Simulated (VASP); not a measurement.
A run of VASP 6.6.1 is set up as follows.

The input INCAR:

```
SYSTEM = MoP
ALGO = Normal
EDIFF = 1E-7
EDIFFG = -0.005
ENCUT = 500
GGA = PS
GGA_COMPAT = .FALSE.
IBRION = 2
ISIF = 3
ISMEAR = -1
LASPH = .TRUE.
LCHARG = .FALSE.
LREAL = .FALSE.
LWAVE = .FALSE.
NELM = 120
NELMIN = 4
NSW = 80
PREC = Accurate
SIGMA = 0.05
```

The input KPOINTS:

```
k-points
0
G
  10 10 8
  0 0 0
```

File POSCAR:

```
MoP
1.0
    3.2230000000      0.0000000000      0.0000000000
   -1.6115000000      2.7911998764      0.0000000000
    0.0000000000      0.0000000000      3.1910000000
Mo P
1 1
Direct
    0.0000000000      0.0000000000      0.0000000000
    0.3333333333      0.6666666667      0.5000000000
```

Potentials or basis: VASP PAW PBE potentials, release 64 (Mo_sv, P).

Run with:

```bash
$ cat potpaw_PBE.64/Mo_sv/POTCAR potpaw_PBE.64/P/POTCAR > POTCAR
$ mpirun -np 1 vasp_std > vasp.out
```

(1) What does it give for the relaxed volume?

(2) What does it give for the space group after relaxing (to 0.1 Å)?

(3) Predict the relaxed cell.

(4) Predict the band gap on the k mesh.

Results:

(1) 14.14 Å³/atom.

(2) P-6m2 (No. 187).

(3) a = 3.208 Å, b = 3.208 Å, c = 3.174 Å, α = 90.00°, β = 90.00°, γ = 120.00°.

(4) zero (an odd number of electrons rules out a gap without spin polarisation).

Caveat: the PAW data sets were made with another functional, which shifts forces and pressure a little; an odd number of electrons without spin polarisation forces a metal; a magnetic or distorted state may lie lower.
